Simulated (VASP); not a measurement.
# NaCl (Pm-3m) in VASP: further runs

NaCl is run at these levels: LDA, PBE, r2SCAN; tasks: single point.

Program: VASP 6.6.1. These are calculated values, not measurements. Logs are shortened: lines on timing, memory, paths and dates and some standing lists are left out, and cuts for length are marked.

## Step 1: The cell of the first run

Symmetry: Pm-3m, No. 221, cubic system. Conventional cell: a = 3.626 Å, b = 3.626 Å, c = 3.626 Å, α = 90.00°, β = 90.00°, γ = 90.00°. Na (site symmetry m-3m) has 8 Cl at 3.14 Å and 6 Na at 3.63 Å within 4.1 Å. Cl (site symmetry m-3m) has 8 Na at 3.14 Å and 6 Cl at 3.63 Å within 4.1 Å.

## Step 2: Single point, LDA

INCAR

```
SYSTEM = NaCl
PREC = Accurate
ENCUT = 520
EDIFF = 1E-6
ISMEAR = 0
SIGMA = 0.1
LREAL = .False.
LASPH = .True.
NELM = 80
ALGO = Normal
ISIF = 2
LWAVE = .False.
LCHARG = .True.
LELF = .True.
LVHAR = .True.
NELECT = 13.9
NBANDS = 14
```

KPOINTS

```
regular mesh
0
Gamma
  4 4 4
  0 0 0
```

POSCAR

```
NaCl
1.0
    3.6261633425      0.0000000000      0.0000000000
    0.0000000000      3.6261633425      0.0000000000
    0.0000000000      0.0000000000      3.6261633425
Na Cl
1 1
Direct
    0.0000000000      0.0000000000      0.0000000000
    0.5000000000      0.5000000000      0.5000000000
```

Potentials or basis: VASP PAW LDA potentials, release 64 (Na_pv, Cl).

The run is started by

```
$ cat potpaw_LDA.64/Na_pv/POTCAR potpaw_LDA.64/Cl/POTCAR > POTCAR
$ mpirun -np 1 vasp_std > vasp.out
```

OUTCAR:

```text
SYSTEM = NaCl
   PREC = Accurate
   ENCUT = 520
   EDIFF = 1E-6
   ISMEAR = 0
   LREAL = .False.
   LASPH = .True.
   NELM = 80
   ISIF = 2
   NELECT = 13.9

 ion  position               nearest neighbor table
   1  0.000  0.000  0.000-
   2  0.500  0.500  0.500-

  LATTYP: Found a simple cubic cell.
 ALAT       =     3.6261633425

  Lattice vectors:

 A1 = (   3.6261633425,   0.0000000000,   0.0000000000)
 A2 = (   0.0000000000,   3.6261633425,   0.0000000000)
 A3 = (   0.0000000000,   0.0000000000,   3.6261633425)

Analysis of symmetry for initial positions (statically):
=====================================================================
 Subroutine PRICEL returns:
 Original cell was already a primitive cell.

 Routine SETGRP: Setting up the symmetry group for a
 simple cubic supercell.

 Subroutine GETGRP returns: Found 48 space group operations
 (whereof 48 operations were pure point group operations)
 out of a pool of 48 trial point group operations.

The static configuration has the point symmetry O_h .

Analysis of symmetry for dynamics (positions and initial velocities):
=====================================================================
 Subroutine PRICEL returns:
 Original cell was already a primitive cell.

 Routine SETGRP: Setting up the symmetry group for a
 simple cubic supercell.

 Subroutine GETGRP returns: Found 48 space group operations
 (whereof 48 operations were pure point group operations)
 out of a pool of 48 trial point group operations.

The dynamic configuration has the point symmetry O_h .

 Subroutine INISYM returns: Found 48 space group operations
 (whereof 48 operations are pure point group operations),
 and found     1 'primitive' translations

----------------------------------------------------------------------------------------

                                     Primitive cell

  volume of cell :      47.6806

  direct lattice vectors                    reciprocal lattice vectors
     3.626163342  0.000000000  0.000000000     0.275773567  0.000000000  0.000000000
     0.000000000  3.626163342  0.000000000     0.000000000  0.275773567  0.000000000
     0.000000000  0.000000000  3.626163342     0.000000000  0.000000000  0.275773567

  length of vectors
     3.626163342  3.626163342  3.626163342     0.275773567  0.275773567  0.275773567

  position of ions in fractional coordinates (direct lattice)
     0.000000000  0.000000000  0.000000000
     0.500000000  0.500000000  0.500000000

  ion indices of the primitive-cell ions
   primitive index   ion index
                 1           1
                 2           2

----------------------------------------------------------------------------------------

 KPOINTS: regular mesh

Automatic generation of k-mesh.
 Grid dimensions read from file:
 generate k-points for:    4    4    4

 Generating k-lattice:

  Cartesian coordinates                     Fractional coordinates (reciprocal lattice)
     0.068943392  0.000000000  0.000000000     0.250000000  0.000000000  0.000000000
     0.000000000  0.068943392  0.000000000     0.000000000  0.250000000  0.000000000
     0.000000000  0.000000000  0.068943392     0.000000000  0.000000000  0.250000000

  Length of vectors
     0.068943392  0.068943392  0.068943392

  Shift w.r.t. Gamma in fractional coordinates (k-lattice)
     0.000000000  0.000000000  0.000000000

 Subroutine IBZKPT returns following result:
 ===========================================

 Found     10 irreducible k-points:

 Following reciprocal coordinates:
            Coordinates               Weight
  0.000000  0.000000  0.000000      1.000000
  0.250000  0.000000  0.000000      6.000000
  0.500000  0.000000  0.000000      3.000000
  0.250000  0.250000  0.000000     12.000000
  0.500000  0.250000  0.000000     12.000000
  0.500000  0.500000  0.000000      3.000000
  0.250000  0.250000  0.250000      8.000000
  0.500000  0.250000  0.250000     12.000000
  0.500000  0.500000  0.250000      6.000000
  0.500000  0.500000  0.500000      1.000000
   k-points           NKPTS =     10   k-points in BZ     NKDIM =     10   number of bands    NBANDS=     14
   number of dos      NEDOS =    301   number of ions     NIONS =      2
   total plane-waves  NPLWV =  21952
   dimension x,y,z NGX =    28 NGY =   28 NGZ =   28
   dimension x,y,z NGXF=    56 NGYF=   56 NGZF=   56
   ions per type =               1   1
   NGX,Y,Z   is equivalent  to a cutoff of  12.84, 12.84, 12.84 a.u.
   NGXF,Y,Z  is equivalent  to a cutoff of  25.67, 25.67, 25.67 a.u.
 SYSTEM =  NaCl
   PREC   = accura    normal or accurate (medium, high low for compatibility)
   ISTART =      0    job   : 0-new  1-cont  2-samecut
   ICHARG =      2    charge: 1-file 2-atom 10-const
   ISPIN  =      1    spin polarized calculation?
   LNONCOLLINEAR =      F non collinear calculations
   LSORBIT =      F    spin-orbit coupling
   LASPH  =      T    aspherical Exc in radial PAW
   ENCUT  =  520.0 eV  38.22 Ry    6.18 a.u.   6.74  6.74  6.74*2*pi/ulx,y,z
   NELM   =     80;   NELMIN=  2; NELMDL= -5     # of ELM steps
   EDIFF  = 0.1E-05   stopping-criterion for ELM
   LREAL  =      F    real-space projection
   EDIFFG = 0.1E-04   stopping-criterion for IOM
   NSW    =      0    number of steps for IOM
   IBRION =     -1    ionic relax: 0-MD 1-quasi-New 2-CG
   NFREE  =      0    steps in history (QN), initial steepest desc. (CG)
   ISIF   =      2    stress and relaxation
   ISYM   =      2    0-nonsym 1-usesym 2-fastsym
   POTIM  = 0.5000    time-step for ionic-motion
   TEBEG  =    0.0;   TEEND  =   0.0 temperature during run
   PSTRESS=    0.0 pullay stress
   NELECT =      13.9000    total number of electrons
   NUPDOWN=      -1.0000    fix difference up-down
   EMIN   =  10.00;   EMAX   =-10.00  energy-range for DOS
   EFERMI =   0.00;   METHOD = LEGACY
   ISMEAR =     0;   SIGMA  =   0.10  broadening in eV -4-tet -1-fermi 0-gaus
   EFERMI_NEDOS =   21; number of points for ismear=-14 and -15
   IALGO  =     38    algorithm
   IMIX   =      4    mixing-type and parameters
     AMIX     =   0.40;   BMIX     =  1.00
     AMIX_MAG =   1.60;   BMIX_MAG =  1.00
  volume/ion in A,a.u.               =      23.84       160.88
  Fermi-wavevector in a.u.,A,eV,Ry     =   1.085506  2.051310 16.032074  1.178324
  Thomas-Fermi vector in A             =   2.221622
   LORBIT       =      0    0 simple, 1 ext, 2 COOP (PROOUT), +10 PAW based schemes
   GGA     = CA    functional components
   LHFCALC =     F    Hartree Fock is set to
   AEXX    =    0.0000 exact exchange contribution
   IVDW    =     0    specifies the selected vdW correction
   LEPSILON=     F    determine dielectric tensor
   LRPA    =     F    only Hartree local field effects (RPA)
 non-spin polarized calculation
 Gauss-broadening in eV      SIGMA  =   0.10
  energy-cutoff  :      520.00
  volume of cell :       47.68
 maximum number of plane-waves:      1328
 NGX is ok and might be reduce to    28
   NGX = 13   NGY = 13   NGZ = 13

 number of electron      13.9000015 magnetization

 Free energy of the ion-electron system (eV)
  ---------------------------------------------------
  ext. energy  EPLUGINS =         0.00000000
  ---------------------------------------------------
  free energy    TOTEN  =        -6.89998206 eV

  energy without entropy =       -6.89218661  energy(sigma->0) =       -6.89608433

 E-fermi :  -0.6111     XC(G=0):  -8.4556

 val. band max:       -0.6989106805   @ k =   0.5000   0.2500   0.0000
 cond. band min:      -0.5896330057   @ k =   0.5000   0.5000   0.0000
 fundamental gap:      0.1092776748
 Fermi energy:        -0.6111078333

 k-point     1 :       0.0000    0.0000    0.0000
  band No.  band energies     occupation
      1     -22.4595      2.00000
      2     -22.4595      2.00000
      3     -22.4595      2.00000
      4     -13.5768      2.00000
      5      -1.0060      2.00000
      6      -1.0060      2.00000
      7      -1.0060      2.00000
      8       2.9087      0.00000
      9       7.9293      0.00000
     10       7.9293      0.00000
     11      13.9396      0.00000
     12      13.9396      0.00000
     13      13.9396      0.00000
     14      14.9585      0.00000

 k-point     2 :       0.2500    0.0000    0.0000
  band No.  band energies     occupation
      1     -22.4738      2.00000
      2     -22.4583      2.00000
      3     -22.4583      2.00000
      4     -13.4447      2.00000
      5      -2.2448      2.00000
      6      -0.9070      1.99997
      7      -0.9070      1.99997
      8       4.1997      0.00000
      9       8.3170      0.00000
     10       8.5692      0.00000
     11      11.9505      0.00000
     12      11.9505      0.00000
     13      13.6876      0.00000
     14      14.4674      0.00000

 k-point     3 :       0.5000    0.0000    0.0000
  band No.  band energies     occupation
      1     -22.4880      2.00000
      2     -22.4570      2.00000
      3     -22.4570      2.00000
      4     -13.3043      2.00000
      5      -3.1366      2.00000
      6      -0.8029      1.99333
      7      -0.8029      1.99333
      8       5.8287      0.00000
      9       7.1544      0.00000
     10       9.8295      0.00000
     11      10.8925      0.00000
     12      10.8925      0.00000
     13      11.8736      0.00000
     14      15.9988      0.00000
[... 86 lines left out ...]
 k-point     9 :       0.5000    0.5000    0.2500
  band No.  band energies     occupation
      1     -22.4807      2.00000
      2     -22.4807      2.00000
      3     -22.4668      2.00000
      4     -12.9936      2.00000
      5      -2.3565      2.00000
      6      -2.3565      2.00000
      7      -1.4496      2.00000
      8       5.4217      0.00000
      9       7.5502      0.00000
     10       7.5502      0.00000
     11      11.0690      0.00000
     12      12.3069      0.00000
     13      13.3775      0.00000
     14      13.3775      0.00000

 k-point    10 :       0.5000    0.5000    0.5000
  band No.  band energies     occupation
      1     -22.4789      2.00000
      2     -22.4789      2.00000
      3     -22.4789      2.00000
      4     -12.8869      2.00000
      5      -2.1593      2.00000
      6      -2.1593      2.00000
      7      -2.1593      2.00000
      8       6.3669      0.00000
      9       6.3669      0.00000
     10       6.3669      0.00000
     11      10.1546      0.00000
     12      14.0770      0.00000
     13      14.0770      0.00000
     14      14.0770      0.00000

------------------------ aborting loop because EDIFF is reached ----------------------------------------

  FORCE on cell =-STRESS in cart. coord.  units (eV):
  Direction    XX          YY          ZZ          XY          YZ          ZX
  --------------------------------------------------------------------------------------
  -------------------------------------------------------------------------------------
  Total       -1.9432705     -1.9432705     -1.9432705      0.0000000     -0.0000000      0.0000000
  in kB      -65.2982821    -65.2982821    -65.2982821      0.0000000     -0.0000000      0.0000000
  external PRESSURE =     -65.2982821 kB  Pullay stress =       0.0000000 kB

 VOLUME and BASIS-vectors are now :
 -----------------------------------------------------------------------------
  energy-cutoff  :      520.00
  volume of cell :       47.68
      direct lattice vectors                 reciprocal lattice vectors
     3.626163342  0.000000000  0.000000000     0.275773567  0.000000000  0.000000000
     0.000000000  3.626163342  0.000000000     0.000000000  0.275773567  0.000000000
     0.000000000  0.000000000  3.626163342     0.000000000  0.000000000  0.275773567

 POSITION                                       TOTAL-FORCE (eV/Angst)
 -----------------------------------------------------------------------------------
      0.00000      0.00000      0.00000         0.000000      0.000000      0.000000
      1.81308      1.81308      1.81308         0.000000      0.000000      0.000000
 -----------------------------------------------------------------------------------
    total drift:                               -0.000000      0.000000      0.000000

  FREE ENERGIE OF THE ION-ELECTRON SYSTEM (eV)
  ---------------------------------------------------
  free  energy   TOTEN  =        -6.8999820590 eV

  energy  without entropy=       -6.8921866095  energy(sigma->0) =       -6.89608433
```

It took 3.4 s on 1 thread of Intel Xeon Platinum 8488C (Sapphire Rapids), shared host; peak memory 0.13 GiB.

Results:

```
Free energy : -6.9000 eV
```

Caveat: the k points lie up to 0.43 Å⁻¹ apart; the cell carries a net charge on a neutralising background, which shifts energy and pressure; the cell is charged against a uniform background, so pressure and absolute levels hang on convention.

(Continued in part 2 of 2.)
